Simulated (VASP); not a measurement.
Input of a VASP 6.6.1 run:

INCAR

```
SYSTEM = NaCl
  PREC = Accurate
  ENCUT = 520
  EDIFF = 1E-8
  ISMEAR = 0
  SIGMA = 0.01
  LREAL = .FALSE.
  LASPH = .TRUE.
  NELM = 60
  ALGO = Normal
  ISIF = 2
  LWAVE = .FALSE.
  LCHARG = .FALSE.
  GGA = CA
  NBANDS = 14
  IBRION = 8
  NSW = 1
  LEPSILON = .TRUE.
```

The input KPOINTS:

```
Automatic mesh
0
G
  6 6 6
  0 0 0
```

POSCAR

```
NaCl
1.0
    3.5021900000      0.0000000000      0.0000000000
    0.0000000000      3.5021900000      0.0000000000
    0.0000000000      0.0000000000      3.5021900000
Cl Na
1 1
Direct
    0.5000000000      0.5000000000      0.5000000000
    0.0000000000      0.0000000000      0.0000000000
```

Potentials or basis: VASP PAW LDA potentials, release 64 (Cl, Na_pv).

Command:

```bash
$ cat potpaw_LDA.64/Cl/POTCAR potpaw_LDA.64/Na_pv/POTCAR > POTCAR
$ mpirun -np 1 vasp_std > vasp.out
```

(1) Predict the electronic dielectric tensor (diagonal).

(2) What does it give for the Born charges (mean of the diagonal)?

(3) Estimate the highest phonon frequency at Γ, LO-TO splitting left out.

## Answers

(1) 2.81.

(2) Cl -1.20; Na +1.20 e.

(3) 48 cm⁻¹.

Caveat: the cell stands under pressure or tension, which shifts response properties.
